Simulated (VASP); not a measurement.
SmMg3Al: single point with PBE

SmMg3Al:

```
Sm Mg Al
1.0
     0.00000   -4.08731    0.00000
    -8.17463    0.00000    0.00000
     0.00000    0.00000   -9.44010
Sm Mg Al
2 6 2
Direct
  0.00000 0.50000 0.00000
  0.00000 0.00000 0.00000
  0.00000 0.50000 0.66167
  0.00000 0.00000 0.66167
  0.00000 0.00000 0.33833
  0.00000 0.50000 0.33833
  0.50000 0.75000 0.50000
  0.50000 0.25000 0.50000
  0.50000 0.75000 0.00000
  0.50000 0.25000 0.00000
```

| Item | Value |
| --- | --- |
| Program | VASP 6.6.1 |
| Task | single point |
| Functional | PBE |
| Potentials or basis | VASP PAW PBE potentials, release 64 (Sm_3, Mg, Al), 4f in core |
| Cutoff | 600 eV |
| k mesh | 6 × 4 × 4 |
| Occupations | gaussian, width 0.2 eV |
| Spin | no spin polarisation |
| Dipole correction | no |
| Further INCAR settings | ALGO = Normal; EDIFF = 1e-06; NBANDS = 31 |

```json
{
  "Pressure": "0.2 GPa",
  "Largest force": "0.076 eV/Å",
  "Band gap on the k mesh": "zero (bands 20 and 21 overlap by 0.22 eV)"
}
```

Forces in eV/Å, atoms in the order of the input:
```
Sm   0.000  0.000  0.000
Sm   0.000  0.000  0.000
Mg   0.000  0.000  0.076
Mg   0.000  0.000  0.076
Mg   0.000  0.000 -0.076
Mg   0.000  0.000 -0.076
Mg   0.000  0.000  0.000
Mg   0.000  0.000  0.000
Al   0.000  0.000  0.000
Al   0.000  0.000  0.000
```

Stress tensor (GPa, compression positive):
```
 0.38  0.00  0.00
 0.00  0.27  0.00
 0.00  0.00 -0.11
```

Levels at points of the mesh, in eV from the Fermi level:
```
           k point  band 16  band 17  band 18  band 19  band 20  band 21  band 22  band 23  band 24  band 25
(0.00, 0.00, 0.00)    -1.46    -0.84    -0.67    -0.18    -0.17     0.21     1.16     1.44     2.40     2.40
(0.50, 0.00, 0.00)    -0.98    -0.97    -0.84    -0.34    -0.17     0.16     0.16     0.21     0.58     0.59
(0.00, 0.50, 0.00)    -0.92    -0.34    -0.34    -0.05    -0.05     0.40     0.40     0.59     0.59     2.04
(0.50, 0.50, 0.00)    -1.23    -0.96    -0.96    -0.44    -0.44     0.15     0.15     0.43     0.43     1.63
(0.00, 0.00, 0.50)    -1.03    -0.91    -0.66    -0.18    -0.16     0.29     1.17     1.39     2.20     2.20
(0.50, 0.00, 0.50)    -1.02    -0.91    -0.66    -0.50    -0.29    -0.17     0.17     0.18     0.29     0.84
(0.00, 0.50, 0.50)    -0.95    -0.70    -0.70    -0.34    -0.34     0.59     0.59     1.30     1.30     1.69
(0.50, 0.50, 0.50)    -1.73    -0.31    -0.31    -0.17    -0.17    -0.17    -0.17     0.88     0.88     1.13
```

Wall time 3.4 min on 1 thread of Intel(R) Xeon(R) 6975P-C (Granite Rapids), with other jobs on the host, peak memory 0.75 GiB.

Caveat: spin-orbit coupling is left out, which moves the levels of the heavy elements; the 4f electrons are frozen in the core, so they carry no moment and show no levels. Spin polarisation is off, so any magnetic state and its effect on volume and gap are missing.
